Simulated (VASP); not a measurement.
# BP (F-43m) in VASP: electric field gradients with PBE

Aim: the electric field gradients of BP with PBE.

Everything below comes from runs of VASP 6.6.1. Logs are shortened: lines on timing, memory, paths and dates and some standing lists are left out, and cuts for length are marked.

## Step 1: The cell of the first run

The structure is cubic, space group F-43m (No. 216). The conventional cell has a = 4.538 Å, b = 4.538 Å, c = 4.538 Å, α = 90.00°, β = 90.00°, γ = 90.00°. B (site symmetry -43m) has 4 P at 1.97 Å within 2.6 Å. P (site symmetry -43m) has 4 B at 1.97 Å within 2.6 Å.

## Step 2: Electric field gradients, PBE

INCAR

```
SYSTEM = BP
PREC = Accurate ; ENCUT = 520
EDIFF = 1E-8 ; ISMEAR = -1
SIGMA = 0.02 ; LREAL = .FALSE.
LASPH = .TRUE. ; NELM = 80
ALGO = Normal ; ISIF = 2
LWAVE = .FALSE. ; LCHARG = .FALSE.
GGA = PE ; LEFG = .TRUE.
NBANDS = 11
```

KPOINTS

```
regular mesh
0
G
  16 16 16
  0 0 0
```

POSCAR

```
BP
1.0
    0.0000000000      2.2690000000      2.2690000000
    2.2690000000      0.0000000000      2.2690000000
    2.2690000000      2.2690000000      0.0000000000
B P
1 1
Direct
    0.0000000000      0.0000000000      0.0000000000
    0.2500000000      0.2500000000      0.2500000000
```

Potentials or basis: VASP PAW PBE potentials, release 64 (B, P).

Launch:

```console
> cat potpaw_PBE.64/B/POTCAR potpaw_PBE.64/P/POTCAR > POTCAR
> mpirun -np 1 vasp_std > vasp.out
```

OUTCAR:

```text
SYSTEM = BP
   PREC = Accurate
   ENCUT = 520
   EDIFF = 1E-8
   ISMEAR = -1
   LREAL = .FALSE.
   LASPH = .TRUE.
   NELM = 80
   ISIF = 2
   GGA = PE

 ion  position               nearest neighbor table
   1  0.000  0.000  0.000-   2 1.97   2 1.97   2 1.97   2 1.97
   2  0.250  0.250  0.250-   1 1.97   1 1.97   1 1.97   1 1.97

  LATTYP: Found a face centered cubic cell.
 ALAT       =     4.5380000000

  Lattice vectors:

 A1 = (   0.0000000000,   2.2690000000,   2.2690000000)
 A2 = (   2.2690000000,   0.0000000000,   2.2690000000)
 A3 = (   2.2690000000,   2.2690000000,   0.0000000000)

Analysis of symmetry for initial positions (statically):
=====================================================================
 Subroutine PRICEL returns:
 Original cell was already a primitive cell.

 Routine SETGRP: Setting up the symmetry group for a
 face centered cubic supercell.

 Subroutine GETGRP returns: Found 24 space group operations
 (whereof 24 operations were pure point group operations)
 out of a pool of 48 trial point group operations.

The static configuration has the point symmetry T_d .

Analysis of symmetry for dynamics (positions and initial velocities):
=====================================================================
 Subroutine PRICEL returns:
 Original cell was already a primitive cell.

 Routine SETGRP: Setting up the symmetry group for a
 face centered cubic supercell.

 Subroutine GETGRP returns: Found 24 space group operations
 (whereof 24 operations were pure point group operations)
 out of a pool of 48 trial point group operations.

The dynamic configuration has the point symmetry T_d .

 Subroutine INISYM returns: Found 24 space group operations
 (whereof 24 operations are pure point group operations),
 and found     1 'primitive' translations

----------------------------------------------------------------------------------------

                                     Primitive cell

  volume of cell :      23.3633

  direct lattice vectors                    reciprocal lattice vectors
     0.000000000  2.269000000  2.269000000    -0.220361393  0.220361393  0.220361393
     2.269000000  0.000000000  2.269000000     0.220361393 -0.220361393  0.220361393
     2.269000000  2.269000000  0.000000000     0.220361393  0.220361393 -0.220361393

  length of vectors
     3.208850573  3.208850573  3.208850573     0.381677128  0.381677128  0.381677128

  position of ions in fractional coordinates (direct lattice)
     0.000000000  0.000000000  0.000000000
     0.250000000  0.250000000  0.250000000

  ion indices of the primitive-cell ions
   primitive index   ion index
                 1           1
                 2           2

----------------------------------------------------------------------------------------

 KPOINTS: regular mesh

Automatic generation of k-mesh.
 Grid dimensions read from file:
 generate k-points for:   16   16   16

 Generating k-lattice:

  Cartesian coordinates                     Fractional coordinates (reciprocal lattice)
    -0.013772587  0.013772587  0.013772587     0.062500000  0.000000000  0.000000000
     0.013772587 -0.013772587  0.013772587     0.000000000  0.062500000  0.000000000
     0.013772587  0.013772587 -0.013772587     0.000000000  0.000000000  0.062500000

  Length of vectors
     0.023854821  0.023854821  0.023854821

  Shift w.r.t. Gamma in fractional coordinates (k-lattice)
     0.000000000  0.000000000  0.000000000

 Subroutine IBZKPT returns following result:
 ===========================================

 Found    145 irreducible k-points:

 Following reciprocal coordinates:
            Coordinates               Weight
  0.000000  0.000000  0.000000      1.000000
  0.062500  0.000000  0.000000      8.000000
  0.125000  0.000000  0.000000      8.000000
  0.187500  0.000000  0.000000      8.000000
  0.250000  0.000000  0.000000      8.000000
  0.312500  0.000000  0.000000      8.000000
[... 16 lines left out ...]
 -0.125000  0.062500  0.000000     24.000000
 -0.062500  0.062500  0.000000     12.000000
 [... further k-points ...]
   k-points           NKPTS =    145   k-points in BZ     NKDIM =    145   number of bands    NBANDS=     11
   number of dos      NEDOS =    301   number of ions     NIONS =      2
   total plane-waves  NPLWV =  13824
   dimension x,y,z NGX =    24 NGY =   24 NGZ =   24
   dimension x,y,z NGXF=    48 NGYF=   48 NGZF=   48
   ions per type =               1   1
   NGX,Y,Z   is equivalent  to a cutoff of  12.43, 12.43, 12.43 a.u.
   NGXF,Y,Z  is equivalent  to a cutoff of  24.87, 24.87, 24.87 a.u.
 SYSTEM =  BP
   PREC   = accura    normal or accurate (medium, high low for compatibility)
   ISTART =      0    job   : 0-new  1-cont  2-samecut
   ICHARG =      2    charge: 1-file 2-atom 10-const
   ISPIN  =      1    spin polarized calculation?
   LNONCOLLINEAR =      F non collinear calculations
   LSORBIT =      F    spin-orbit coupling
   LASPH  =      T    aspherical Exc in radial PAW
   ENCUT  =  520.0 eV  38.22 Ry    6.18 a.u.   5.97  5.97  5.97*2*pi/ulx,y,z
   NELM   =     80;   NELMIN=  2; NELMDL= -5     # of ELM steps
   EDIFF  = 0.1E-07   stopping-criterion for ELM
   LREAL  =      F    real-space projection
   EDIFFG = 0.1E-06   stopping-criterion for IOM
   NSW    =      0    number of steps for IOM
   IBRION =     -1    ionic relax: 0-MD 1-quasi-New 2-CG
   NFREE  =      0    steps in history (QN), initial steepest desc. (CG)
   ISIF   =      2    stress and relaxation
   ISYM   =      2    0-nonsym 1-usesym 2-fastsym
   POTIM  = 0.5000    time-step for ionic-motion
   TEBEG  =    0.0;   TEEND  =   0.0 temperature during run
   PSTRESS=    0.0 pullay stress
   NELECT =       8.0000    total number of electrons
   NUPDOWN=      -1.0000    fix difference up-down
   EMIN   =  10.00;   EMAX   =-10.00  energy-range for DOS
   EFERMI =   0.00;   METHOD = LEGACY
   ISMEAR =    -1;   SIGMA  =   0.02  broadening in eV -4-tet -1-fermi 0-gaus
   EFERMI_NEDOS =   21; number of points for ismear=-14 and -15
   IALGO  =     38    algorithm
   IMIX   =      4    mixing-type and parameters
     AMIX     =   0.40;   BMIX     =  1.00
     AMIX_MAG =   1.60;   BMIX_MAG =  1.00
  volume/ion in A,a.u.               =      11.68        78.83
  Fermi-wavevector in a.u.,A,eV,Ry     =   1.145320  2.164342 17.847562  1.311759
  Thomas-Fermi vector in A             =   2.282009
   LORBIT       =      0    0 simple, 1 ext, 2 COOP (PROOUT), +10 PAW based schemes
   GGA     = PE    functional components
   LHFCALC =     F    Hartree Fock is set to
   AEXX    =    0.0000 exact exchange contribution
   IVDW    =     0    specifies the selected vdW correction
   LEPSILON=     F    determine dielectric tensor
   LRPA    =     F    only Hartree local field effects (RPA)
 non-spin polarized calculation
  energy-cutoff  :      520.00
  volume of cell :       23.36
 maximum number of plane-waves:       640
   NGX = 11   NGY = 11   NGZ = 11

 number of electron       8.0000000 magnetization

 Free energy of the ion-electron system (eV)
  ---------------------------------------------------
  ext. energy  EPLUGINS =         0.00000000
  ---------------------------------------------------
  free energy    TOTEN  =       -12.93079845 eV

  energy without entropy =      -12.93079845  energy(sigma->0) =      -12.93079845

 E-fermi :   7.8696     XC(G=0): -10.9073

 val. band max:        7.4326457579   @ k =   0.0000   0.0000   0.0000
 cond. band min:       8.6800584295   @ k =   0.4375   0.4375   0.0000
 fundamental gap:      1.2474126717
 Fermi energy:         7.8695812070

 k-point     1 :       0.0000    0.0000    0.0000
  band No.  band energies     occupation
      1      -8.0277      2.00000
      2       7.4326      2.00000
      3       7.4326      2.00000
      4       7.4326      2.00000
      5      10.8334      0.00000
      6      10.8334      0.00000
      7      10.8334      0.00000
      8      14.8069      0.00000
      9      18.9456      0.00000
     10      19.5614      0.00000
     11      19.5614      0.00000

 k-point     2 :       0.0625    0.0000    0.0000
  band No.  band energies     occupation
      1      -7.9572      2.00000
      2       6.8518      2.00000
      3       7.3066      2.00000
      4       7.3066      2.00000
      5      11.0073      0.00000
      6      11.0073      0.00000
      7      11.0691      0.00000
      8      15.0162      0.00000
      9      19.1805      0.00000
     10      19.2306      0.00000
     11      19.2306      0.00000
[... 295 lines left out ...]
 k-point    24 :      -0.0625    0.0625    0.0000
  band No.  band energies     occupation
      1      -7.8400      2.00000
      2       6.3094      2.00000
      3       6.6718      2.00000
      4       7.3355      2.00000
      5      11.0206      0.00000
      6      11.2431      0.00000
      7      11.5786      0.00000
      8      15.3020      0.00000
      9      18.4828      0.00000
     10      19.2624      0.00000
     11      19.5496      0.00000

 [... further k-points ...]
[... 5 lines left out ...]
  --------------------------------------------------------------------------------------
  -------------------------------------------------------------------------------------
  Total        0.1307891      0.1307891      0.1307891      0.0000000      0.0000000     -0.0000000
  in kB        8.9690955      8.9690955      8.9690955      0.0000000      0.0000000     -0.0000000
  external PRESSURE =       8.9690955 kB  Pullay stress =       0.0000000 kB

 VOLUME and BASIS-vectors are now :
 -----------------------------------------------------------------------------
  energy-cutoff  :      520.00
  volume of cell :       23.36
      direct lattice vectors                 reciprocal lattice vectors
     0.000000000  2.269000000  2.269000000    -0.220361393  0.220361393  0.220361393
     2.269000000  0.000000000  2.269000000     0.220361393 -0.220361393  0.220361393
     2.269000000  2.269000000  0.000000000     0.220361393  0.220361393 -0.220361393

 POSITION                                       TOTAL-FORCE (eV/Angst)
 -----------------------------------------------------------------------------------
      0.00000      0.00000      0.00000         0.000000     -0.000000     -0.000000
      1.13450      1.13450      1.13450        -0.000000      0.000000      0.000000
 -----------------------------------------------------------------------------------
    total drift:                                0.000000      0.000000      0.000000

  FREE ENERGIE OF THE ION-ELECTRON SYSTEM (eV)
  ---------------------------------------------------
  free  energy   TOTEN  =       -12.9307984545 eV

  energy  without entropy=      -12.9307984545  energy(sigma->0) =      -12.93079845

 Electric field gradients (V/A^2)
---------------------------------------------------------------------
 ion       V_xx      V_yy      V_zz      V_xy      V_xz      V_yz
---------------------------------------------------------------------
   1      -0.000    -0.000    -0.000     0.000     0.000     0.000
   2      -0.000    -0.000    -0.000    -0.000    -0.000    -0.000
---------------------------------------------------------------------

 Electric field gradients after diagonalization (V/A^2)
 (convention: |V_zz| > |V_xx| > |V_yy|)
----------------------------------------------------------------------
 ion       V_xx      V_yy      V_zz     asymmetry (V_yy - V_xx)/ V_zz
----------------------------------------------------------------------
   1      -0.000    -0.000     0.000       0.000
   2       0.000     0.000    -0.000       0.000
----------------------------------------------------------------------

           NMR quadrupolar parameters

 Cq : quadrupolar parameter    Cq=e*Q*V_zz/h
 eta: asymmetry parameters     (V_yy - V_xx)/ V_zz
 Q  : nuclear electric quadrupole moment in mb (millibarn)
----------------------------------------------------------------------
 ion       Cq(MHz)       eta       Q (mb)
----------------------------------------------------------------------
   1       0.000       0.000       1.000
   2      -0.000       0.000       1.000
----------------------------------------------------------------------
```

Wall time 89 s (1 thread of AMD EPYC 7R13, shared host); peak memory 0.13 GiB.

What came out:

```
Free energy            : -12.9308 eV
Pressure               : 0.9 GPa
Band gap on the k mesh : 1.25 eV, indirect (least direct gap 3.40 eV)
```

Levels at points of the mesh, in eV from the valence-band top:
| k point | band 1 | band 2 | band 3 | band 4 | band 5 | band 6 | band 7 | band 8 |
| --- | --- | --- | --- | --- | --- | --- | --- | --- |
| (0.00, 0.00, 0.00) | -15.46 | 0.00 | 0.00 | 0.00 | 3.40 | 3.40 | 3.40 | 7.37 |
| (0.50, 0.00, 0.00) | -12.14 | -9.03 | -1.76 | -1.76 | 3.78 | 4.71 | 4.71 | 10.13 |
| (0.50, 0.50, 0.00) | -10.61 | -8.58 | -4.11 | -4.11 | 1.33 | 1.66 | 12.12 | 12.12 |

Caveat: without QUAD_EFG the Cq values of the log hold for a quadrupole moment of 1 mb, not for the nuclei.
